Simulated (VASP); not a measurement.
# Co (P6_3/mmc) in VASP: single point with PBE

Aim: the single point of Co with PBE.

All numbers are computed with VASP 6.6.1; they aren't measurements. Logs are shortened: lines on timing, memory, paths and dates and some standing lists are left out, and cuts for length are marked.

## Step 1: The cell of the first run

It takes space group P6_3/mmc (No. 194, hexagonal). Conventional cell: a = 2.500 Å, b = 2.500 Å, c = 4.000 Å, α = 90.00°, β = 90.00°, γ = 120.00°. Co (site symmetry -6m2) has 12 Co at 2.47 to 2.50 Å within 3.3 Å.

## Step 2: Single point, PBE, collinear spin, antiferromagnetic start

The input, INCAR:

```
  ALGO = Normal
  EDIFF = 1E-6
  ENCUT = 600
  GGA = PE
  GGA_COMPAT = F
  ISIF = 2
  ISMEAR = -1
  ISPIN = 2
  LASPH = T
  LCHARG = F
  LMAXMIX = 4
  LORBIT = 11
  LREAL = F
  LWAVE = F
  MAGMOM = 3 -3
  NBANDS = 20
  NELM = 200
  PREC = Accurate
  SIGMA = 0.05
```

The input, KPOINTS:

```
k-points
0
Gamma
  3 3 3
```

The input, POSCAR:

```
Co
1.0
    2.5000000000      0.0000000000      0.0000000000
   -1.2500000000      2.1650635095      0.0000000000
    0.0000000000      0.0000000000      4.0000000000
Co
2
Direct
    0.3333333333      0.6666666667      0.2500000000
    0.6666666667      0.3333333333      0.7500000000
```

Potentials or basis: VASP PAW PBE potentials, release 64 (Co).

The run is started by

```bash
$ cat potpaw_PBE.64/Co/POTCAR > POTCAR
$ mpirun -np 1 vasp_std > vasp.out
```

OUTCAR:

```text
EDIFF = 1E-6
   ENCUT = 600
   GGA = PE
   ISIF = 2
   ISMEAR = -1
   ISPIN = 2
   LASPH = T
   LORBIT = 11
   LREAL = F
   NELM = 200
   PREC = Accurate

 ion  position               nearest neighbor table
   1  0.333  0.667  0.250-   2 2.47   2 2.47   2 2.47   2 2.47   2 2.47   2 2.47
   2  0.667  0.333  0.750-   1 2.47   1 2.47   1 2.47   1 2.47   1 2.47   1 2.47

  LATTYP: Found a hexagonal cell.
 ALAT       =     2.5000000000
 C/A-ratio  =     1.6000000000

  Lattice vectors:

 A1 = (   2.5000000000,   0.0000000000,   0.0000000000)
 A2 = (  -1.2500000000,   2.1650635095,   0.0000000000)
 A3 = (   0.0000000000,   0.0000000000,   4.0000000000)

Analysis of symmetry for initial positions (statically):
=====================================================================
 Subroutine PRICEL returns:
 Original cell was already a primitive cell.

 Routine SETGRP: Setting up the symmetry group for a
 hexagonal supercell.

 Subroutine GETGRP returns: Found 24 space group operations
 (whereof 12 operations were pure point group operations)
 out of a pool of 24 trial point group operations.

The static configuration has the point symmetry D_3d.
 The point group associated with its full space group is D_6h.

Analysis of symmetry for dynamics (positions and initial velocities):
=====================================================================
 Subroutine PRICEL returns:
 Original cell was already a primitive cell.

 Routine SETGRP: Setting up the symmetry group for a
 hexagonal supercell.

 Subroutine GETGRP returns: Found 24 space group operations
 (whereof 12 operations were pure point group operations)
 out of a pool of 24 trial point group operations.

The dynamic configuration has the point symmetry D_3d.
 The point group associated with its full space group is D_6h.

Analysis of structural, dynamic, and magnetic symmetry:
=====================================================================
 Subroutine PRICEL returns:
 Original cell was already a primitive cell.

 Routine SETGRP: Setting up the symmetry group for a
 hexagonal supercell.

 Subroutine GETGRP returns: Found 24 space group operations
 (whereof 12 operations were pure point group operations)
 out of a pool of 24 trial point group operations.

The overall configuration has the point symmetry D_3d.
 The point group associated with its full space group is D_6h.

 Subroutine INISYM returns: Found 24 space group operations
 (whereof 12 operations are pure point group operations),
 and found     1 'primitive' translations
[... 98 lines left out ...]
  Fermi-wavevector in a.u.,A,eV,Ry     =   1.539367  2.908981 32.241048  2.369650
  Thomas-Fermi vector in A             =   2.645605
   LORBIT       =     11    0 simple, 1 ext, 2 COOP (PROOUT), +10 PAW based schemes
   GGA     = PE    functional components
   LHFCALC =     F    Hartree Fock is set to
   AEXX    =    0.0000 exact exchange contribution
   IVDW    =     0    specifies the selected vdW correction
   LEPSILON=     F    determine dielectric tensor
   LRPA    =     F    only Hartree local field effects (RPA)
 spin polarized calculation
  energy-cutoff  :      600.00
  volume of cell :       21.65
 maximum number of plane-waves:       738
 NGX is ok and might be reduce to    20
   NGX =  9   NGY =  9   NGZ = 15

 number of electron      17.9999991 magnetization      -0.0000000

 number of electron      17.9999991 magnetization       0.0000000

 Free energy of the ion-electron system (eV)
  ---------------------------------------------------
  ext. energy  EPLUGINS =         0.00000000
  ---------------------------------------------------
  free energy    TOTEN  =       -13.40004950 eV

  energy without entropy =      -13.35040502  energy(sigma->0) =      -13.37522726

 E-fermi :  10.2716     XC(G=0): -13.4418

 val. band max:       10.2653328542   @ k =   0.3333   0.3333   0.0000
 cond. band min:      10.4042628430   @ k =   0.3333  -0.0000   0.3333
 fundamental gap:      0.1389299888
 Fermi energy:        10.2716227106

 spin component 1

 k-point     1 :       0.0000    0.0000    0.0000
  band No.  band energies     occupation
      1       1.3597      1.00000
      2       5.4812      1.00000
      3       7.7290      1.00000
      4       7.7290      1.00000
      5       8.4296      1.00000
      6       8.4634      1.00000
[... 114 lines left out ...]
      6       8.5436      1.00000
[... 12 lines left out ...]
     19      31.6289      0.00000
     20      38.2274      0.00000
 Fermi energy:        10.2716227106

 spin component 2

 k-point     1 :       0.0000    0.0000    0.0000
  band No.  band energies     occupation
      1       1.3597      1.00000
      2       5.4812      1.00000
      3       7.7290      1.00000
      4       7.7290      1.00000
      5       8.4296      1.00000
      6       8.4634      1.00000
[... 127 lines left out ...]
     19      31.6289      0.00000
     20      38.2274      0.00000

------------------------ aborting loop because EDIFF is reached ----------------------------------------

  FORCE on cell =-STRESS in cart. coord.  units (eV):
  Direction    XX          YY          ZZ          XY          YZ          ZX
  --------------------------------------------------------------------------------------
  -------------------------------------------------------------------------------------
  Total        0.1622967      0.1622967      2.5834903      0.0000000     -0.0000000      0.0000000
  in kB       12.0101851     12.0101851    191.1819041      0.0000000     -0.0000000      0.0000000
  external PRESSURE =      71.7340914 kB  Pullay stress =       0.0000000 kB

 VOLUME and BASIS-vectors are now :
 -----------------------------------------------------------------------------
  energy-cutoff  :      600.00
  volume of cell :       21.65
      direct lattice vectors                 reciprocal lattice vectors
     2.500000000  0.000000000  0.000000000     0.400000000  0.230940108  0.000000000
    -1.250000000  2.165063509  0.000000000     0.000000000  0.461880215  0.000000000
     0.000000000  0.000000000  4.000000000     0.000000000  0.000000000  0.250000000

 POSITION                                       TOTAL-FORCE (eV/Angst)
 -----------------------------------------------------------------------------------
     -0.00000      1.44338      1.00000         0.000000      0.000000      0.000000
      1.25000      0.72169      3.00000        -0.000000     -0.000000      0.000000
 -----------------------------------------------------------------------------------
    total drift:                                0.000000     -0.000000     -0.000000

  FREE ENERGIE OF THE ION-ELECTRON SYSTEM (eV)
  ---------------------------------------------------
  free  energy   TOTEN  =       -13.4000494959 eV

  energy  without entropy=      -13.3504050210  energy(sigma->0) =      -13.37522726

 total charge

# of ion       s       p       d       tot
------------------------------------------
    1        0.506   0.567   7.189   8.261
    2        0.506   0.567   7.189   8.261
--------------------------------------------------
tot          1.011   1.133  14.378  16.523

 magnetization (x)

# of ion       s       p       d       tot
------------------------------------------
    1        0.008  -0.002   1.629   1.635
    2       -0.008   0.002  -1.629  -1.635
--------------------------------------------------
tot          0.000   0.000   0.000   0.000
```

OSZICAR:

```text
N       E                     dE             d eps       ncg     rms          rms(c)
DAV:   1     0.936999098945E+02    0.93700E+02   -0.89392E+03   504   0.135E+03
DAV:   2    -0.107670776268E+02   -0.10447E+03   -0.95337E+02   488   0.231E+02
DAV:   3    -0.156419693859E+02   -0.48749E+01   -0.47261E+01   580   0.606E+01
DAV:   4    -0.157105764964E+02   -0.68607E-01   -0.68564E-01   616   0.633E+00
DAV:   5    -0.157122527037E+02   -0.16762E-02   -0.16761E-02   556   0.890E-01    0.162E+01
DAV:   6    -0.137394301824E+02    0.19728E+01   -0.80035E+00   536   0.572E+01    0.716E+00
DAV:   7    -0.134468601200E+02    0.29257E+00   -0.10171E+00   560   0.191E+01    0.376E+00
DAV:   8    -0.134159185932E+02    0.30942E-01   -0.18589E-02   672   0.168E+00    0.150E+00
DAV:   9    -0.134015105516E+02    0.14408E-01   -0.27903E-03   732   0.105E+00    0.412E-01
DAV:  10    -0.134001021200E+02    0.14084E-02   -0.14519E-03   548   0.560E-01    0.823E-02
DAV:  11    -0.134000498311E+02    0.52289E-04   -0.48145E-05   748   0.114E-01    0.387E-02
DAV:  12    -0.134000494959E+02    0.33517E-06   -0.44110E-06   520   0.217E-02
   1 F= -.13400049E+02 E0= -.13375227E+02  d E =-.496445E-01  mag=    -0.0000
```

stdout:

```text
POSCAR found type information on POSCAR Co
 POSCAR found :  1 types and       2 ions
 scaLAPACK will be used
 LDA part: xc-table for (Slater+PW92), standard interpolation
 POSCAR, INCAR and KPOINTS ok, starting setup
 FFT: planning ... GRIDC
 FFT: planning ... GRID_SOFT
 FFT: planning ... GRID
 WAVECAR not read
 entering main loop
```

Wall time 17 s (1 thread of Intel Xeon 8259CL, shared host); peak memory 0.14 GiB.

What came out:

| Quantity | Value |
| --- | --- |
| Free energy | -13.4000 eV |
| Pressure | 7.2 GPa |
| Band gap on the k mesh | zero (filled and empty bands overlap) |
| Net moment | 0.00 μB per cell |
| Site moments | Co +1.64, -1.64 μB |
| Valence electrons inside the program's atomic spheres | Co 8.26 |

Levels at points of the mesh, in eV from the Fermi level:
Spin up:
```tsv
k point	band 6	band 7	band 8	band 9	band 10	band 11	band 12	band 13
(0.00, 0.00, 0.00)	-1.81	-1.81	-0.91	-0.91	-0.01	0.45	0.45	6.96
```
Spin down:
```tsv
k point	band 6	band 7	band 8	band 9	band 10	band 11	band 12	band 13
(0.00, 0.00, 0.00)	-1.81	-1.81	-0.91	-0.91	-0.01	0.45	0.45	6.96
```

Caveat: the k points lie up to 0.97 Å⁻¹ apart.
